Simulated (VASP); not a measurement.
# Re (C2/c) in VASP: further runs

Runs on Re. Level: r2SCAN. Tasks: single point.

Everything below comes from runs of VASP 6.6.1. Logs are shortened: lines on timing, memory, paths and dates and some standing lists are left out, and cuts for length are marked.

## 1. The cell of the first run

The typed cell holds 2 atoms: a = 2.644 Å, b = 2.644 Å, c = 5.026 Å, α = 105.26°, β = 105.26°, γ = 120.00°.

## 2. Single point, r2SCAN (12.94 Å³/atom)

File POSCAR:

```
Re
1.0
   -1.7776011186      1.4607751194      1.3028763212
    1.4607751194     -1.7776011186      1.3028763212
    3.2949809721      3.2949809721     -1.8831437188
Re
2
Direct
    0.9583993336      0.0416006664      0.0000000000
    0.7916006664      0.2083993336      0.5000000000
```

File INCAR.step1:

```
ALGO = Normal ; EDIFF = 1E-4
ENCUT = 520 ; GGA = PE
ISMEAR = -1 ; LASPH = True
LCHARG = False ; LREAL = False
LWAVE = True ; NBANDS = 14
NELM = 100 ; PREC = Accurate
SIGMA = 0.1
```

File INCAR.step2:

```
ALGO = Normal ; EDIFF = 1E-6
ENCUT = 520 ; ISIF = 2
ISMEAR = -1 ; ISTART = 1
LASPH = True ; LCHARG = True
LELF = True ; LMIXTAU = True
LREAL = False ; LVHAR = True
LWAVE = False ; METAGGA = R2SCAN
NBANDS = 14 ; NELM = 100
PREC = Accurate ; SIGMA = 0.1
```

File KPOINTS:

```
k-points
0
Gamma
  17 17 8
```

Potentials or basis: VASP PAW PBE potentials, release 64 (Re).

Started as:

```
cat potpaw_PBE.64/Re/POTCAR > POTCAR
cp INCAR.step1 INCAR
mpirun -np 1 vasp_std > vasp.out
cp INCAR.step2 INCAR
mpirun -np 1 vasp_std > vasp.out
```

OUTCAR:

```text
EDIFF = 1E-6
   ENCUT = 520
   ISIF = 2
   ISMEAR = -1
   ISTART = 1
   LASPH = True
   LREAL = False
   METAGGA = R2SCAN
   NELM = 100
   PREC = Accurate

 ion  position               nearest neighbor table
   1  0.958  0.042  0.000-   2 2.63   2 2.63   2 2.63   2 2.63   2 2.63   2 2.63
   2  0.792  0.208  0.500-   1 2.63   1 2.63   1 2.63   1 2.63   1 2.63   1 2.63

  Warning from LATTYP: Got some problem with cell dimensions!
  Tried to take original basis but could not verify dimensions!
  LATTYP: Found a base centered monoclinic cell.
 ALAT       =     2.6439939979
 B/A-ratio  =     1.7321353980
 C/A-ratio  =     1.6162239893
 COS(beta)  =    -0.0003694049

  Lattice vectors:

 A1 = (  -1.7776011186,   1.4607751194,   1.3028763212)
 A2 = (   1.4607751194,  -1.7776011186,   1.3028763212)
 A3 = (   2.9781549729,   2.9781549729,   0.7226089236)

Analysis of symmetry for initial positions (statically):
=====================================================================
 Subroutine PRICEL returns:
 Original cell was already a primitive cell.

 Routine SETGRP: Setting up the symmetry group for a
 base centered monoclinic supercell.

 Subroutine GETGRP returns: Found  4 space group operations
 (whereof  2 operations were pure point group operations)
 out of a pool of  4 trial point group operations.

The static configuration has the point symmetry C_2 .
 The point group associated with its full space group is C_2h.

Analysis of symmetry for dynamics (positions and initial velocities):
=====================================================================
 Subroutine PRICEL returns:
 Original cell was already a primitive cell.

 Routine SETGRP: Setting up the symmetry group for a
 base centered monoclinic supercell.

 Subroutine GETGRP returns: Found  4 space group operations
 (whereof  2 operations were pure point group operations)
 out of a pool of  4 trial point group operations.

The dynamic configuration has the point symmetry C_2 .
 The point group associated with its full space group is C_2h.

 Subroutine INISYM returns: Found  4 space group operations
 (whereof  2 operations are pure point group operations),
 and found     1 'primitive' translations

----------------------------------------------------------------------------------------

                                     Primitive cell

  volume of cell :      25.8723

  direct lattice vectors                    reciprocal lattice vectors
    -1.777601119  1.460775119  1.302876321    -0.036543907  0.272252825  0.412425453
     1.460775119 -1.777601119  1.302876321     0.272252825 -0.036543907  0.412425453
     3.294980972  3.294980972 -1.883143719     0.163078137  0.163078137  0.039656407

  length of vectors
     2.644090845  2.644090845  5.025935682     0.495531848  0.495531848  0.234011940

  position of ions in fractional coordinates (direct lattice)
     0.958399334  0.041600666  1.000000000
     0.791600666  0.208399334  0.500000000

  ion indices of the primitive-cell ions
   primitive index   ion index
                 1           1
                 2           2

----------------------------------------------------------------------------------------

 KPOINTS: k-points

Automatic generation of k-mesh.
 Grid dimensions read from file:
 generate k-points for:   17   17    8

 Generating k-lattice:

  Cartesian coordinates                     Fractional coordinates (reciprocal lattice)
    -0.002149642  0.016014872  0.024260321     0.058823529  0.000000000  0.000000000
     0.016014872 -0.002149642  0.024260321     0.000000000  0.058823529  0.000000000
     0.020384767  0.020384767  0.004957051    -0.000000000 -0.000000000  0.125000000

  Length of vectors
     0.029148932  0.029148932  0.029251492

  Shift w.r.t. Gamma in fractional coordinates (k-lattice)
     0.000000000  0.000000000  0.000000000

 Subroutine IBZKPT returns following result:
 ===========================================

 Found    621 irreducible k-points:

 Following reciprocal coordinates:
            Coordinates               Weight
  0.000000  0.000000  0.000000      1.000000
  0.058824  0.000000 -0.000000      4.000000
  0.117647  0.000000  0.000000      4.000000
  0.176471 -0.000000  0.000000      4.000000
  0.235294  0.000000  0.000000      4.000000
  0.294118  0.000000 -0.000000      4.000000
[... 16 lines left out ...]
 -0.176471  0.058824 -0.000000      4.000000
 -0.117647  0.058824 -0.000000      4.000000
 [... further k-points ...]
   k-points           NKPTS =    621   k-points in BZ     NKDIM =    621   number of bands    NBANDS=     14
   number of dos      NEDOS =    301   number of ions     NIONS =      2
   total plane-waves  NPLWV =  16000
   dimension x,y,z NGX =    20 NGY =   20 NGZ =   40
   dimension x,y,z NGXF=    40 NGYF=   40 NGZF=   80
   ions per type =               2
   NGX,Y,Z   is equivalent  to a cutoff of  12.57, 12.57, 13.23 a.u.
   NGXF,Y,Z  is equivalent  to a cutoff of  25.15, 25.15, 26.46 a.u.
 SYSTEM =  unknown system
   PREC   = accura    normal or accurate (medium, high low for compatibility)
   ISTART =      1    job   : 0-new  1-cont  2-samecut
   ICHARG =      0    charge: 1-file 2-atom 10-const
   ISPIN  =      1    spin polarized calculation?
   LNONCOLLINEAR =      F non collinear calculations
   LSORBIT =      F    spin-orbit coupling
   LASPH  =      T    aspherical Exc in radial PAW
   ENCUT  =  520.0 eV  38.22 Ry    6.18 a.u.   4.92  4.92  9.34*2*pi/ulx,y,z
   NELM   =    100;   NELMIN=  2; NELMDL=  0     # of ELM steps
   EDIFF  = 0.1E-05   stopping-criterion for ELM
   LREAL  =      F    real-space projection
   EDIFFG = 0.1E-04   stopping-criterion for IOM
   NSW    =      0    number of steps for IOM
   IBRION =     -1    ionic relax: 0-MD 1-quasi-New 2-CG
   NFREE  =      0    steps in history (QN), initial steepest desc. (CG)
   ISIF   =      2    stress and relaxation
   ISYM   =      2    0-nonsym 1-usesym 2-fastsym
   POTIM  = 0.5000    time-step for ionic-motion
   TEBEG  =    0.0;   TEEND  =   0.0 temperature during run
   PSTRESS=    0.0 pullay stress
   NELECT =      14.0000    total number of electrons
   NUPDOWN=      -1.0000    fix difference up-down
   EMIN   =  10.00;   EMAX   =-10.00  energy-range for DOS
   EFERMI =   0.00;   METHOD = LEGACY
   ISMEAR =    -1;   SIGMA  =   0.10  broadening in eV -4-tet -1-fermi 0-gaus
   EFERMI_NEDOS =   21; number of points for ismear=-14 and -15
   IALGO  =     38    algorithm
   IMIX   =      4    mixing-type and parameters
     AMIX     =   0.40;   BMIX     =  1.00
     AMIX_MAG =   1.60;   BMIX_MAG =  1.00
  volume/ion in A,a.u.               =      12.94        87.30
  Fermi-wavevector in a.u.,A,eV,Ry     =   1.334051  2.520992 24.214198  1.779693
  Thomas-Fermi vector in A             =   2.462863
   LORBIT       =      0    0 simple, 1 ext, 2 COOP (PROOUT), +10 PAW based schemes
   METAGGA = R2SCAN    functional components
   LHFCALC =     F    Hartree Fock is set to
   AEXX    =    0.0000 exact exchange contribution
   IVDW    =     0    specifies the selected vdW correction
   LEPSILON=     F    determine dielectric tensor
   LRPA    =     F    only Hartree local field effects (RPA)
 non-spin polarized calculation
  energy-cutoff  :      520.00
  volume of cell :       25.87
 maximum number of plane-waves:       714
   NGX =  9   NGY =  9   NGZ = 19

 number of electron      14.0000001 magnetization

 Free energy of the ion-electron system (eV)
  ---------------------------------------------------
  ext. energy  EPLUGINS =         0.00000000
  ---------------------------------------------------
  free energy    TOTEN  =      -104.26338865 eV

  energy without entropy =     -104.21896379  energy(sigma->0) =     -104.24117622

 E-fermi :   9.3799     XC(G=0): -15.7997

 val. band max:        9.3757504503   @ k =   0.2941   0.2353   0.0000
 cond. band min:       9.3918564348   @ k =  -0.0588   0.4118   0.3750
 fundamental gap:      0.0161059846
 Fermi energy:         9.3798874934

 k-point     1 :       0.0000    0.0000    0.0000
  band No.  band energies     occupation
      1      -1.8735      2.00000
      2       1.3901      2.00000
      3       7.3270      2.00000
      4       7.3362      2.00000
      5       7.3392      2.00000
      6       8.3986      1.99989
      7       8.3991      1.99989
      8       9.5759      0.24691
      9       9.5817      0.23463
     10      10.2959      0.00021
     11      13.5160      0.00000
     12      13.5223      0.00000
     13      21.7658      0.00000
     14      24.3184      0.00000

 k-point     2 :       0.0588    0.0000   -0.0000
  band No.  band energies     occupation
      1      -1.6494      2.00000
      2       1.5637      2.00000
      3       6.8319      2.00000
      4       7.4658      2.00000
      5       7.6899      2.00000
      6       8.2049      1.99998
      7       8.5154      1.99965
      8       9.3084      1.34283
      9       9.5185      0.39994
     10       9.7735      0.03829
     11      13.6306      0.00000
     12      14.2843      0.00000
     13      21.9901      0.00000
     14      24.5778      0.00000

 k-point     3 :       0.1176    0.0000    0.0000
  band No.  band energies     occupation
      1      -1.0088      2.00000
      2       2.0512      2.00000
      3       6.2902      2.00000
      4       7.3250      2.00000
      5       7.6418      2.00000
      6       7.7992      2.00000
      7       8.6413      1.99876
      8       8.8209      1.99256
      9       9.4960      0.47678
     10       9.7069      0.07320
     11      13.8596      0.00000
     12      15.4987      0.00000
     13      22.5586      0.00000
     14      25.3849      0.00000
[... 324 lines left out ...]
 k-point    23 :      -0.1765    0.0588   -0.0000
  band No.  band energies     occupation
      1      -0.5456      2.00000
      2       2.4630      2.00000
      3       5.8963      2.00000
      4       6.6968      2.00000
      5       7.5919      2.00000
      6       8.0683      2.00000
      7       8.3895      1.99990
      8       9.0195      1.94702
      9       9.6383      0.14031
     10       9.7408      0.05271
     11      13.9642      0.00000
     12      16.4829      0.00000
     13      22.5065      0.00000
     14      26.3506      0.00000

 k-point    24 :      -0.1176    0.0588   -0.0000
  band No.  band energies     occupation
      1      -1.3125      2.00000
      2       1.8752      2.00000
      3       6.4126      2.00000
      4       7.7686      2.00000
      5       7.8862      2.00000
      6       7.9382      2.00000
      7       8.5938      1.99923
      8       8.7981      1.99407
      9       9.1724      1.77689
     10       9.6964      0.08104
     11      13.7743      0.00000
     12      15.3726      0.00000
     13      22.0085      0.00000
     14      25.3316      0.00000

 [... further k-points ...]

------------------------ aborting loop because EDIFF is reached ----------------------------------------

  FORCE on cell =-STRESS in cart. coord.  units (eV):
  Direction    XX          YY          ZZ          XY          YZ          ZX
  --------------------------------------------------------------------------------------
  -------------------------------------------------------------------------------------
  Total       10.8134292     10.8134292     10.7947553     -0.0163362      0.0004424      0.0004424
  in kB      669.6367327    669.6367327    668.4803275     -1.0116426      0.0273956      0.0273950
  external PRESSURE =     669.2512643 kB  Pullay stress =       0.0000000 kB

 VOLUME and BASIS-vectors are now :
 -----------------------------------------------------------------------------
  energy-cutoff  :      520.00
  volume of cell :       25.87
      direct lattice vectors                 reciprocal lattice vectors
    -1.777601119  1.460775119  1.302876321    -0.036543907  0.272252825  0.412425453
     1.460775119 -1.777601119  1.302876321     0.272252825 -0.036543907  0.412425453
     3.294980972  3.294980972 -1.883143719     0.163078137  0.163078137  0.039656407

 POSITION                                       TOTAL-FORCE (eV/Angst)
 -----------------------------------------------------------------------------------
     -1.64288      1.32606      1.30288         0.005573     -0.005573      0.000000
      0.54476      2.43339      0.36130        -0.005573      0.005573     -0.000000
 -----------------------------------------------------------------------------------
    total drift:                                0.000000     -0.000000      0.000000

  FREE ENERGIE OF THE ION-ELECTRON SYSTEM (eV)
  ---------------------------------------------------
  free  energy   TOTEN  =      -104.2633886503 eV

  energy  without entropy=     -104.2189637850  energy(sigma->0) =     -104.24117622
```

It took 11 min on 1 thread of Intel Xeon Platinum 8488C (Sapphire Rapids), shared host; peak memory 0.32 GiB.

What came out:

| Quantity | Value |
| --- | --- |
| Free energy | -104.2634 eV |
| Pressure | 66.9 GPa |
| Largest force | 0.008 eV/Å |
| Band gap on the k mesh | zero (bands 7 and 8 overlap by 4.23 eV) |

Forces in eV/Å, atoms in the order of the input:
```
Re   0.006 -0.006  0.000
Re  -0.006  0.006  0.000
```

Levels at points of the mesh, in eV from the Fermi level:
```
           k point  band 4  band 5  band 6  band 7  band 8  band 9  band 10  band 11
(0.00, 0.00, 0.00)   -2.04   -2.04   -0.98   -0.98    0.20    0.20     0.92     4.14
(0.00, 0.00, 0.50)   -2.93   -2.19   -2.19   -2.19   -2.19    3.17     3.17     3.18
```

Caveat: the cell stands under pressure; the PAW data sets were made with another functional, which shifts forces and pressure a little; spin-orbit coupling is left out, which moves the levels of the heavy elements.

## 3. Single point, r2SCAN (13.52 Å³/atom)

This run uses another cell than the first one, of 13.52 Å³/atom.

File POSCAR:

```
Re
1.0
   -1.8041363906      1.4825809480      1.3223251037
    1.4825809480     -1.8041363906      1.3223251037
    3.3441670441      3.3441670441     -1.9112544859
Re
2
Direct
    0.9583993336      0.0416006664      0.0000000000
    0.7916006664      0.2083993336      0.5000000000
```

File INCAR.step1:

```
SYSTEM = Re
PREC = Accurate
ENCUT = 520
ISMEAR = -1
SIGMA = 0.1
LREAL = .False.
LASPH = .True.
NELM = 60
NBANDS = 14
GGA = PE
ALGO = Normal
EDIFF = 1E-4
LWAVE = .True.
LCHARG = .False.
```

File INCAR.step2:

```
SYSTEM = Re
PREC = Accurate
ENCUT = 520
EDIFF = 1E-6
ISMEAR = -1
SIGMA = 0.1
LREAL = .False.
LASPH = .True.
NELM = 60
ALGO = Normal
ISIF = 2
LWAVE = .False.
LCHARG = .False.
METAGGA = R2SCAN
LMIXTAU = .True.
NBANDS = 14
ISTART = 1
```

File KPOINTS:

```
Automatic mesh
0
Gamma
  17 17 8
  0 0 0
```

Potentials or basis: VASP PAW PBE potentials, release 64 (Re).

Started as:

```
cat potpaw_PBE.64/Re/POTCAR > POTCAR
cp INCAR.step1 INCAR
mpirun -np 1 vasp_std > vasp.out
cp INCAR.step2 INCAR
mpirun -np 1 vasp_std > vasp.out
```

Run time: 11 min. Hardware: 1 thread of Intel Xeon Platinum 8488C (Sapphire Rapids), shared host; peak memory 0.32 GiB.

It converged, with:

```
Free energy            : -104.6522 eV
Pressure               : 39.8 GPa
Largest force          : 0.006 eV/Å
Band gap on the k mesh : zero (bands 7 and 8 overlap by 3.86 eV)
```

Forces in eV/Å, atoms in the order of the input:
```
Re   0.004 -0.004  0.000
Re  -0.004  0.004  0.000
```

Stress tensor (GPa, compression positive):
```
39.81 -0.01  0.02
-0.01 39.81  0.02
 0.02  0.02 39.65
```

Levels at points of the mesh, in eV from the Fermi level:
| k point | band 5 | band 6 | band 7 | band 8 | band 9 | band 10 |
| --- | --- | --- | --- | --- | --- | --- |
| (0.00, 0.00, 0.00) | -1.88 | -0.90 | -0.90 | 0.21 | 0.22 | 0.76 |
| (0.00, 0.00, 0.50) | -2.03 | -2.03 | -2.03 | -2.03 | 2.99 | 2.99 |

Caveat: the cell stands under pressure; the PAW data sets were made with another functional, which shifts forces and pressure a little; spin-orbit coupling is left out, which moves the levels of the heavy elements.

## 4. Single point, r2SCAN (14.11 Å³/atom)

This run uses another cell than the first one, of 14.11 Å³/atom.

File POSCAR:

```
Re
1.0
   -1.8299132502      1.5037635377      1.3412180149
    1.5037635377     -1.8299132502      1.3412180149
    3.3919473144      3.3919473144     -1.9385618107
Re
2
Direct
    0.9583993336      0.0416006664      0.0000000000
    0.7916006664      0.2083993336      0.5000000000
```

File INCAR.step1:

```
PREC     = Accurate       # precision mode
ENCUT    = 520            # plane-wave cutoff, eV
ISMEAR   = -1             # smearing method
SIGMA    = 0.1            # smearing width, eV
LREAL    = False          # projectors in reciprocal space
LASPH    = True           # aspherical terms in the spheres
NELM     = 100            # most SCF steps
NBANDS   = 14             # bands
GGA      = PE             # functional
ALGO     = Normal         # electronic algorithm
EDIFF    = 1E-4           # SCF threshold, eV
LWAVE    = True           # write WAVECAR
LCHARG   = False          # write CHGCAR
```

File INCAR.step2:

```
PREC     = Accurate       # precision mode
ENCUT    = 520            # plane-wave cutoff, eV
EDIFF    = 1E-6           # SCF threshold, eV
ISMEAR   = -1             # smearing method
SIGMA    = 0.1            # smearing width, eV
LREAL    = False          # projectors in reciprocal space
LASPH    = True           # aspherical terms in the spheres
NELM     = 100            # most SCF steps
ALGO     = Normal         # electronic algorithm
ISIF     = 2              # what is computed and relaxed
LWAVE    = False          # write WAVECAR
LCHARG   = False          # write CHGCAR
METAGGA  = R2SCAN         # meta-GGA
LMIXTAU  = True         
NBANDS   = 14             # bands
ISTART   = 1
```

File KPOINTS:

```
regular mesh
0
Gamma
  17 17 8
```

Started as:

```
cat potpaw_PBE.64/Re/POTCAR > POTCAR
cp INCAR.step1 INCAR
mpirun -np 1 vasp_std > vasp.out
cp INCAR.step2 INCAR
mpirun -np 1 vasp_std > vasp.out
```

It took 9.3 min on 1 thread of Intel Xeon Platinum 8488C (Sapphire Rapids), shared host; peak memory 0.33 GiB.

It converged, with:

```
Free energy            : -104.8616 eV
Pressure               : 17.8 GPa
Band gap on the k mesh : zero (bands 7 and 8 overlap by 3.56 eV)
```

Forces in eV/Å, atoms in the order of the input:
```
Re   0.002 -0.002  0.000
Re  -0.002  0.002  0.000
```

Stress tensor (GPa, compression positive):
```
17.90  0.02  0.04
 0.02 17.90  0.04
 0.04  0.04 17.73
```

Levels at points of the mesh, in eV from the Fermi level:
```
           k point  band 5  band 6  band 7  band 8  band 9  band 10
(0.00, 0.00, 0.00)   -1.74   -0.82   -0.82    0.22    0.23     0.64
(0.00, 0.00, 0.50)   -1.89   -1.89   -1.88   -1.88    2.82     2.82
```

Caveat: the cell stands under pressure; the PAW data sets were made with another functional, which shifts forces and pressure a little; spin-orbit coupling is left out, which moves the levels of the heavy elements.

## 5. Overview

```tsv
cell	gap on the mesh (eV)	pressure (GPa)	largest force (eV/Å)
a = 2.644, b = 2.644, c = 5.026 Å, angles 105.3, 105.3, 120.0°, 2 atoms	none	66.9	0.01
a = 2.684, b = 2.684, c = 5.101 Å, angles 105.3, 105.3, 120.0°, 2 atoms	none	39.8	0.01
a = 2.722, b = 2.722, c = 5.174 Å, angles 105.3, 105.3, 120.0°, 2 atoms	none	17.8	-
```

Alike in all rows: task single point; level r2SCAN; potentials or basis VASP PAW PBE potentials, release 64 (Re); no spin polarisation; k mesh 17 × 17 × 8; cutoff (eV) 520; smearing fermi-dirac 0.1 eV.

Caveats: the cell stands under pressure; the PAW data sets were made with another functional, which shifts forces and pressure a little; spin-orbit coupling is left out, which moves the levels of the heavy elements.

Total energies depend on the potentials used, so only differences within one code and one set of settings carry meaning.
